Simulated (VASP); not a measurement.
Set up this calculation in VASP 6.6.1, as the native input.

| Item | Value |
| --- | --- |
| Task | single point |
| Functional | r2SCAN |
| Potentials or basis | VASP PAW PBE potentials, release 64 (Gd, O) |
| Cutoff | 520 eV |
| k mesh | 9 × 9 × 9 |
| Occupations | fermi-dirac, width 0.05 eV |
| Spin | collinear spin, ferromagnetic start |
| Starting moments | [7.0, 0.0] μB |
| Dipole correction | no |
| Further INCAR settings | ALGO = Normal; EDIFF = 1e-06; NBANDS = 23 |

Crystal: GdO.

```
Gd O
1.0
     0.00000    2.73553    2.73553
     2.73553    0.00000    2.73553
     2.73553    2.73553    0.00000
Gd O
1 1
Cartesian
  0.0000 0.0000 0.0000
  4.1033 4.1033 4.1033
```

The input as run:

POSCAR

```
GdO
1.0
    0.0000000000      2.7355303903      2.7355303903
    2.7355303903      0.0000000000      2.7355303903
    2.7355303903      2.7355303903      0.0000000000
Gd O
1 1
Direct
    0.0000000000      0.0000000000      0.0000000000
    0.7500000000      0.7500000000      0.7500000000
```

INCAR.step1

```
PREC     = Accurate       # precision mode
ENCUT    = 520            # plane-wave cutoff, eV
ISMEAR   = -1             # smearing method
SIGMA    = 0.05           # smearing width, eV
LREAL    = False          # projectors in reciprocal space
LASPH    = True           # aspherical terms in the spheres
NELM     = 150            # most SCF steps
ISPIN    = 2              # spin polarisation
MAGMOM   = 7 0            # initial moments
LMAXMIX  = 6              # l up to which the mixer works
NBANDS   = 23             # bands
GGA      = PE             # functional
ALGO     = Normal         # electronic algorithm
EDIFF    = 1E-4           # SCF threshold, eV
LWAVE    = True           # write WAVECAR
LCHARG   = False          # write CHGCAR
```

INCAR.step2

```
PREC     = Accurate       # precision mode
ENCUT    = 520            # plane-wave cutoff, eV
EDIFF    = 1E-6           # SCF threshold, eV
ISMEAR   = -1             # smearing method
SIGMA    = 0.05           # smearing width, eV
LREAL    = False          # projectors in reciprocal space
LASPH    = True           # aspherical terms in the spheres
NELM     = 150            # most SCF steps
ALGO     = Normal         # electronic algorithm
ISIF     = 2              # what is computed and relaxed
LWAVE    = False          # write WAVECAR
LCHARG   = True           # write CHGCAR
ISPIN    = 2              # spin polarisation
MAGMOM   = 7 0            # initial moments
LORBIT   = 11             # projections on sites
LMAXMIX  = 6              # l up to which the mixer works
METAGGA  = R2SCAN         # meta-GGA
LMIXTAU  = True         
LELF     = True           # ELF
LVHAR    = True         
NBANDS   = 23             # bands
ISTART   = 1
```

KPOINTS

```
regular mesh
0
Gamma
  9 9 9
```

Potentials or basis: VASP PAW PBE potentials, release 64 (Gd, O).

Launch:

```sh
$ cat potpaw_PBE.64/Gd/POTCAR potpaw_PBE.64/O/POTCAR > POTCAR
$ cp INCAR.step1 INCAR
$ mpirun -np 1 vasp_std > vasp.out
$ cp INCAR.step2 INCAR
$ mpirun -np 1 vasp_std > vasp.out
```

Results of the run:

```yaml
Pressure: -6.0 GPa
Net_moment: 7.93 μB per cell
Site_moments: Gd +6.98; O +0.03 μB
Valence_electrons_inside_the_program's_atomic_spheres: Gd 15.14; O 5.02
```

Caveat: the cell stands under tension; the PAW data sets were made with another functional, which shifts forces and pressure a little; a cell with one magnetic atom can't hold antiferromagnetic order, which such compounds often take.

Wall time 6.4 min on 1 thread of Intel(R) Xeon(R) Platinum 8259CL CPU @ 2.50GHz (Skylake/Cascade Lake) (shared host), peak memory 0.24 GiB.
